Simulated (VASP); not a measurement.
# ZrAl3B3N (P-62m) in VASP: single point with PBE

Aim: the single point of ZrAl3B3N with PBE.

Everything below comes from runs of VASP 6.6.1. Logs are shortened: lines on timing, memory, paths and dates and some standing lists are left out, and cuts for length are marked.

## (1) The cell of the first run

Symmetry: P-62m, No. 189, hexagonal system. Conventional cell: a = 5.022 Å, b = 5.022 Å, c = 4.509 Å, α = 90.00°, β = 90.00°, γ = 120.00°. Within 3.0 Å of Zr (site symmetry -62m) lie 2 N at 2.25 Å and 6 B at 2.47 to 2.55 Å and 6 Al at 2.95 Å. Al (site symmetry m2m) has 1 N at 1.90 Å and 2 B at 2.33 Å within 2.5 Å. B (site symmetry m2m) has 2 Al at 2.33 Å and 2 Zr at 2.47 to 2.55 Å and 4 B at 2.51 Å within 3.1 Å. Within 2.5 Å of N (site symmetry -62m) lie 3 Al at 1.90 Å and 2 Zr at 2.25 Å.

## (2) Single point, PBE

File INCAR:

```
SYSTEM = ZrAl3B3N
ALGO = Normal
EDIFF = 1E-6
ENCUT = 520
GGA = PE
ISIF = 2
ISMEAR = 0
LASPH = .True.
LCHARG = .False.
LREAL = .False.
LWAVE = .False.
NBANDS = 28
NELM = 100
PREC = Accurate
SIGMA = 0.15
```

File KPOINTS:

```
k-points
0
Gamma
  3 3 2
  0 0 0
```

File POSCAR:

```
ZrAl3B3N
1.0
    5.0223929504      0.0000000000      0.0000000000
   -2.5111964752      4.3495198828      0.0000000000
    0.0000000000      0.0000000000      4.5086717410
Zr Al B N
1 3 3 1
Direct
    0.0000000000      0.0000000000      0.5000000000
    0.6218039406      0.0000000000      0.0000000000
    0.0000000000      0.6218039406      0.0000000000
    0.3781960594      0.3781960594      0.0000000000
    0.5076090634      0.0000000000      0.5000000000
    0.0000000000      0.5076090634      0.5000000000
    0.4923909366      0.4923909366      0.5000000000
    0.0000000000      0.0000000000      0.0000000000
```

Potentials or basis: VASP PAW PBE potentials, release 64 (Zr_sv, Al, B, N).

Run with:

```bash
$ cat potpaw_PBE.64/Zr_sv/POTCAR potpaw_PBE.64/Al/POTCAR potpaw_PBE.64/B/POTCAR potpaw_PBE.64/N/POTCAR > POTCAR
$ mpirun -np 1 vasp_std > vasp.out
```

OUTCAR:

```text
SYSTEM = ZrAl3B3N
   EDIFF = 1E-6
   ENCUT = 520
   GGA = PE
   ISIF = 2
   ISMEAR = 0
   LASPH = .True.
   LREAL = .False.
   NELM = 100
   PREC = Accurate

 ion  position               nearest neighbor table
   1  0.000  0.000  0.500-   8 2.25   8 2.25   6 2.47   7 2.47   5 2.47   6 2.55   7 2.55   5 2.55
                             3 2.95   4 2.95   3 2.95   4 2.95   2 2.95   2 2.95
   2  0.622  0.000  0.000-   8 1.90   5 2.33   5 2.33   3 2.73   4 2.73   4 2.73   3 2.73   1 2.95
                             1 2.95   3 3.29   4 3.29
   3  0.000  0.622  0.000-   8 1.90   6 2.33   6 2.33   2 2.73   2 2.73   4 2.73   4 2.73   1 2.95
                             1 2.95   4 3.29   2 3.29
   4  0.378  0.378  0.000-   8 1.90   7 2.33   7 2.33   2 2.73   2 2.73   3 2.73   3 2.73   1 2.95
                             1 2.95   3 3.29   2 3.29
   5  0.508  0.000  0.500-   2 2.33   2 2.33   1 2.47   1 2.55
   6  0.000  0.508  0.500-   3 2.33   3 2.33   1 2.47   1 2.55
   7  0.492  0.492  0.500-   4 2.33   4 2.33   1 2.47   1 2.55
   8  0.000  0.000  0.000-   3 1.90   4 1.90   2 1.90   1 2.25   1 2.25

  LATTYP: Found a hexagonal cell.
 ALAT       =     5.0223929504
 C/A-ratio  =     0.8977138558

  Lattice vectors:

 A1 = (   5.0223929504,   0.0000000000,   0.0000000000)
 A2 = (  -2.5111964752,   4.3495198828,   0.0000000000)
 A3 = (   0.0000000000,   0.0000000000,   4.5086717410)

Analysis of symmetry for initial positions (statically):
=====================================================================
 Subroutine PRICEL returns:
 Original cell was already a primitive cell.

 Routine SETGRP: Setting up the symmetry group for a
 hexagonal supercell.

 Subroutine GETGRP returns: Found 12 space group operations
 (whereof 12 operations were pure point group operations)
 out of a pool of 24 trial point group operations.

The static configuration has the point symmetry D_3h.

Analysis of symmetry for dynamics (positions and initial velocities):
=====================================================================
 Subroutine PRICEL returns:
 Original cell was already a primitive cell.

 Routine SETGRP: Setting up the symmetry group for a
 hexagonal supercell.

 Subroutine GETGRP returns: Found 12 space group operations
 (whereof 12 operations were pure point group operations)
 out of a pool of 24 trial point group operations.

The dynamic configuration has the point symmetry D_3h.

 Subroutine INISYM returns: Found 12 space group operations
 (whereof 12 operations are pure point group operations),
 and found     1 'primitive' translations

----------------------------------------------------------------------------------------

                                     Primitive cell

  volume of cell :      98.4919

  direct lattice vectors                    reciprocal lattice vectors
     5.022392950  0.000000000  0.000000000     0.199108276  0.114955217  0.000000000
    -2.511196475  4.349519883  0.000000000     0.000000000  0.229910433  0.000000000
     0.000000000  0.000000000  4.508671741     0.000000000  0.000000000  0.221794812

  length of vectors
     5.022392950  5.022392950  4.508671741     0.229910433  0.229910433  0.221794812

  position of ions in fractional coordinates (direct lattice)
     0.000000000  0.000000000  0.500000000
     0.621803941  0.000000000  0.000000000
     0.000000000  0.621803941  0.000000000
     0.378196059  0.378196059  0.000000000
     0.507609063  0.000000000  0.500000000
     0.000000000  0.507609063  0.500000000
     0.492390937  0.492390937  0.500000000
     0.000000000  0.000000000  0.000000000

  ion indices of the primitive-cell ions
   primitive index   ion index
                 1           1
                 2           2
                 3           3
                 4           4
                 5           5
                 6           6
                 7           7
                 8           8

----------------------------------------------------------------------------------------

 KPOINTS: k-points

Automatic generation of k-mesh.
 Grid dimensions read from file:
 generate k-points for:    3    3    2

 Generating k-lattice:

  Cartesian coordinates                     Fractional coordinates (reciprocal lattice)
     0.066369425  0.038318406  0.000000000     0.333333333  0.000000000  0.000000000
     0.000000000  0.076636811  0.000000000     0.000000000  0.333333333  0.000000000
     0.000000000  0.000000000  0.110897406     0.000000000  0.000000000  0.500000000

  Length of vectors
     0.076636811  0.076636811  0.110897406

  Shift w.r.t. Gamma in fractional coordinates (k-lattice)
     0.000000000  0.000000000  0.000000000

 Subroutine IBZKPT returns following result:
 ===========================================

 Found      6 irreducible k-points:

 Following reciprocal coordinates:
            Coordinates               Weight
  0.000000  0.000000  0.000000      1.000000
  0.333333  0.000000  0.000000      6.000000
  0.333333  0.333333  0.000000      2.000000
  0.000000  0.000000  0.500000      1.000000
  0.333333  0.000000  0.500000      6.000000
  0.333333  0.333333  0.500000      2.000000
   k-points           NKPTS =      6   k-points in BZ     NKDIM =      6   number of bands    NBANDS=     28
   number of dos      NEDOS =    301   number of ions     NIONS =      8
   total plane-waves  NPLWV =  57600
   dimension x,y,z NGX =    40 NGY =   40 NGZ =   36
   dimension x,y,z NGXF=    80 NGYF=   80 NGZF=   72
   ions per type =               1   3   3   1
   NGX,Y,Z   is equivalent  to a cutoff of  13.24, 13.24, 13.27 a.u.
   NGXF,Y,Z  is equivalent  to a cutoff of  26.48, 26.48, 26.55 a.u.
 SYSTEM =  ZrAl3B3N
   PREC   = accura    normal or accurate (medium, high low for compatibility)
   ISTART =      0    job   : 0-new  1-cont  2-samecut
   ICHARG =      2    charge: 1-file 2-atom 10-const
   ISPIN  =      1    spin polarized calculation?
   LNONCOLLINEAR =      F non collinear calculations
   LSORBIT =      F    spin-orbit coupling
   LASPH  =      T    aspherical Exc in radial PAW
   ENCUT  =  520.0 eV  38.22 Ry    6.18 a.u.   9.34  9.34  8.38*2*pi/ulx,y,z
   NELM   =    100;   NELMIN=  2; NELMDL= -5     # of ELM steps
   EDIFF  = 0.1E-05   stopping-criterion for ELM
   LREAL  =      F    real-space projection
   EDIFFG = 0.1E-04   stopping-criterion for IOM
   NSW    =      0    number of steps for IOM
   IBRION =     -1    ionic relax: 0-MD 1-quasi-New 2-CG
   NFREE  =      0    steps in history (QN), initial steepest desc. (CG)
   ISIF   =      2    stress and relaxation
   ISYM   =      2    0-nonsym 1-usesym 2-fastsym
   POTIM  = 0.5000    time-step for ionic-motion
   TEBEG  =    0.0;   TEEND  =   0.0 temperature during run
   PSTRESS=    0.0 pullay stress
   NELECT =      35.0000    total number of electrons
   NUPDOWN=      -1.0000    fix difference up-down
   EMIN   =  10.00;   EMAX   =-10.00  energy-range for DOS
   EFERMI =   0.00;   METHOD = LEGACY
   ISMEAR =     0;   SIGMA  =   0.15  broadening in eV -4-tet -1-fermi 0-gaus
   EFERMI_NEDOS =   21; number of points for ismear=-14 and -15
   IALGO  =     38    algorithm
   IMIX   =      4    mixing-type and parameters
     AMIX     =   0.40;   BMIX     =  1.00
     AMIX_MAG =   1.60;   BMIX_MAG =  1.00
  volume/ion in A,a.u.               =      12.31        83.08
  Fermi-wavevector in a.u.,A,eV,Ry     =   1.159571  2.191271 18.294457  1.344605
  Thomas-Fermi vector in A             =   2.296162
   LORBIT       =      0    0 simple, 1 ext, 2 COOP (PROOUT), +10 PAW based schemes
   GGA     = PE    functional components
   LHFCALC =     F    Hartree Fock is set to
   AEXX    =    0.0000 exact exchange contribution
   IVDW    =     0    specifies the selected vdW correction
   LEPSILON=     F    determine dielectric tensor
   LRPA    =     F    only Hartree local field effects (RPA)
 non-spin polarized calculation
 Gauss-broadening in eV      SIGMA  =   0.15
  energy-cutoff  :      520.00
  volume of cell :       98.49
 maximum number of plane-waves:      2693
 NGX is ok and might be reduce to    40
   NGX = 19   NGY = 19   NGZ = 17

 number of electron      35.0000002 magnetization

 Free energy of the ion-electron system (eV)
  ---------------------------------------------------
  ext. energy  EPLUGINS =         0.00000000
  ---------------------------------------------------
  free energy    TOTEN  =       -46.90584132 eV

  energy without entropy =      -46.87431210  energy(sigma->0) =      -46.89007671

 E-fermi :   7.6027     XC(G=0): -11.0643

 val. band max:        7.4448447910   @ k =   0.3333   0.0000   0.0000
 cond. band min:       7.6797385312   @ k =   0.3333   0.0000   0.5000
 fundamental gap:      0.2348937402
 Fermi energy:         7.6027462112

 k-point     1 :       0.0000    0.0000    0.0000
  band No.  band energies     occupation
      1     -40.7339      2.00000
      2     -19.0988      2.00000
      3     -18.7993      2.00000
      4     -18.7993      2.00000
      5      -8.2142      2.00000
      6      -2.4435      2.00000
[... 20 lines left out ...]
     27      12.7209      0.00000
     28      13.1317      0.00000

 k-point     2 :       0.3333    0.0000    0.0000
  band No.  band energies     occupation
      1     -40.7339      2.00000
      2     -19.0978      2.00000
      3     -18.8048      2.00000
      4     -18.8002      2.00000
      5      -8.1229      2.00000
      6      -2.0776      2.00000
[... 20 lines left out ...]
     27      13.1748      0.00000
     28      13.4491      0.00000

 k-point     3 :       0.3333    0.3333    0.0000
  band No.  band energies     occupation
      1     -40.7339      2.00000
      2     -19.0973      2.00000
      3     -18.8041      2.00000
      4     -18.8041      2.00000
      5      -8.0764      2.00000
      6      -1.3637      2.00000
[... 20 lines left out ...]
     27      13.5350      0.00000
     28      13.5350      0.00000

 k-point     4 :       0.0000    0.0000    0.5000
  band No.  band energies     occupation
      1     -40.7329      2.00000
      2     -19.1924      2.00000
      3     -18.7950      2.00000
      4     -18.7950      2.00000
      5      -7.4631      2.00000
      6      -1.9011      2.00000
[... 20 lines left out ...]
     27      13.1814      0.00000
     28      14.4918      0.00000

 k-point     5 :       0.3333    0.0000    0.5000
  band No.  band energies     occupation
      1     -40.7328      2.00000
      2     -19.1906      2.00000
      3     -18.8000      2.00000
      4     -18.7958      2.00000
      5      -7.3815      2.00000
      6      -1.0716      2.00000
[... 20 lines left out ...]
     27      13.9044      0.00000
     28      14.1182      0.00000

 k-point     6 :       0.3333    0.3333    0.5000
  band No.  band energies     occupation
      1     -40.7328      2.00000
      2     -19.1897      2.00000
      3     -18.7993      2.00000
      4     -18.7993      2.00000
      5      -7.3394      2.00000
      6      -0.3013      2.00000
[... 20 lines left out ...]
     27      12.8721      0.00000
     28      14.1241      0.00000

------------------------ aborting loop because EDIFF is reached ----------------------------------------

  FORCE on cell =-STRESS in cart. coord.  units (eV):
  Direction    XX          YY          ZZ          XY          YZ          ZX
  --------------------------------------------------------------------------------------
  -------------------------------------------------------------------------------------
  Total       -0.0391089     -0.0391089     -0.1258046      0.0000000     -0.0000000     -0.0000000
  in kB       -0.6361885     -0.6361885     -2.0464757      0.0000000     -0.0000000     -0.0000000
  external PRESSURE =      -1.1062842 kB  Pullay stress =       0.0000000 kB

 VOLUME and BASIS-vectors are now :
 -----------------------------------------------------------------------------
  energy-cutoff  :      520.00
  volume of cell :       98.49
      direct lattice vectors                 reciprocal lattice vectors
     5.022392950  0.000000000  0.000000000     0.199108276  0.114955217  0.000000000
    -2.511196475  4.349519883  0.000000000     0.000000000  0.229910433  0.000000000
     0.000000000  0.000000000  4.508671741     0.000000000  0.000000000  0.221794812

 POSITION                                       TOTAL-FORCE (eV/Angst)
 -----------------------------------------------------------------------------------
      0.00000      0.00000      2.25434         0.000000      0.000000     -0.000000
      3.12294      0.00000      0.00000         0.034408      0.000000     -0.000000
     -1.56147      2.70455      0.00000        -0.017204      0.029798     -0.000000
      0.94972      1.64497      0.00000        -0.017204     -0.029798      0.000000
      2.54941      0.00000      2.25434        -0.004849      0.000000      0.000000
     -1.27471      2.20786      2.25434         0.002424     -0.004199      0.000000
      1.23649      2.14166      2.25434         0.002424      0.004199     -0.000000
      0.00000      0.00000      0.00000         0.000000      0.000000     -0.000000
 -----------------------------------------------------------------------------------
    total drift:                                0.000001      0.000003      0.000000

  FREE ENERGIE OF THE ION-ELECTRON SYSTEM (eV)
  ---------------------------------------------------
  free  energy   TOTEN  =       -46.9058413212 eV

  energy  without entropy=      -46.8743121027  energy(sigma->0) =      -46.89007671
```

It took 22 s on 1 thread of Intel Xeon Platinum 8259CL at 2.50GHz (Skylake/Cascade Lake), shared host; peak memory 0.23 GiB.

What came out:

- Free energy: -46.9058 eV
- Pressure: -0.1 GPa
- Largest force: 0.034 eV/Å

Forces on the atoms (eV/Å):
```
Zr   0.000  0.000  0.000
Al   0.034  0.000  0.000
Al  -0.017  0.030  0.000
Al  -0.017 -0.030  0.000
B   -0.005  0.000  0.000
B    0.002 -0.004  0.000
B    0.002  0.004  0.000
N    0.000  0.000  0.000
```

Levels at points of the mesh, in eV from the Fermi level:
```
           k point  band 16  band 17  band 18  band 19  band 20  band 21
(0.00, 0.00, 0.00)    -0.80    -0.43    -0.43     0.73     0.73     1.13
(0.00, 0.00, 0.50)    -1.51    -1.43    -1.43     2.58     2.58     2.62
```

Caveat: the k points lie up to 0.70 Å⁻¹ apart.
